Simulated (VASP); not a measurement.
# B: single point with PBEsol

B:

```
B
1.0
     2.71798    0.00000    0.00000
    -1.35899    2.35384    0.00000
     0.00000    0.00000    1.70155
B
3
Direct
  0.00000 0.00000 0.00000
  0.33333 0.66667 0.50000
  0.66667 0.33333 0.50000
```

```yaml
Program: VASP 6.6.1
Task: single point
Functional: PBEsol
Potentials_or_basis: VASP PAW PBE potentials, release 64 (B)
Cutoff: 500 eV
k_mesh: 13 × 13 × 18
Occupations: fermi-dirac, width 0.08 eV
Spin: no spin polarisation
```

```
Pressure : 321.7 GPa
```

Levels at points of the mesh, in eV from the Fermi level:
```
           k point  band 1  band 2  band 3  band 4  band 5  band 6  band 7  band 8  band 9  band 10
(0.00, 0.00, 0.00)  -25.76   -7.97   -7.97   -7.92   -7.92    3.62    4.47    9.88   23.56    24.37
(0.00, 0.00, 0.50)  -17.12  -15.89   -0.27   -0.27    1.19    3.00    3.00    5.77    5.77     7.60
```

Run time: 14 s on 1 thread of Intel Xeon 6975P-C, with other jobs on the host, peak memory 0.12 GiB.

Caveat: the PAW data sets were made with another functional, which shifts forces and pressure a little.
